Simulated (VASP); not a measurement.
# ScCdF3: single point with PBE

Crystal: ScCdF3.

```
Sc Cd F
1.0
     4.41826    0.00000    0.00000
    -2.20913    3.82632    0.00000
     0.00000    0.00000    6.52127
Sc Cd F
1 1 3
Direct
  0.00000 0.00000 0.00000
  0.00000 0.00000 0.50000
  0.50000 0.00000 0.00000
  0.00000 0.50000 0.00000
  0.50000 0.50000 0.00000
```

The cell was built from a structure type or drawn by symmetry, and may not be a known phase.

```json
{
  "Program": "VASP 6.6.1",
  "Task": "single point",
  "Functional": "PBE",
  "Potentials or basis": "VASP PAW PBE potentials, release 64 (Sc_sv, Cd, F)",
  "Cutoff": "520 eV",
  "k mesh": "6 × 6 × 2",
  "Occupations": "gaussian, width 0.1 eV",
  "Spin": "no spin polarisation"
}
```

```yaml
Pressure: 0.3 GPa
Band_gap_on_the_k_mesh: zero (bands 22 and 23 overlap by 0.05 eV)
```

Stress tensor (GPa, compression positive):
```
 0.45  0.00  0.00
 0.00  0.45  0.00
 0.00  0.00 -0.01
```

Levels at points of the mesh, in eV from the Fermi level:
| k point | band 18 | band 19 | band 20 | band 21 | band 22 | band 23 | band 24 | band 25 | band 26 | band 27 |
| --- | --- | --- | --- | --- | --- | --- | --- | --- | --- | --- |
| (0.00, 0.00, 0.00) | -2.36 | -2.36 | -1.80 | 0.02 | 0.02 | 1.80 | 1.80 | 2.11 | 2.24 | 2.94 |
| (0.50, 0.00, 0.00) | -3.08 | -2.55 | -2.30 | -2.13 | -0.23 | 1.32 | 2.14 | 2.52 | 2.57 | 2.75 |
| (0.00, 0.00, 0.50) | -2.36 | -2.36 | -1.80 | -0.16 | 0.02 | 0.02 | 1.71 | 1.71 | 2.94 | 2.94 |
| (0.50, 0.00, 0.50) | -3.20 | -2.56 | -2.29 | -1.58 | -0.23 | 0.32 | 1.50 | 2.04 | 2.78 | 3.42 |

Run time: 84 s on 1 thread of Intel Xeon 8259CL (shared host), peak memory 0.26 GiB.

Caveat: the k points lie up to 0.48 Å⁻¹ apart.
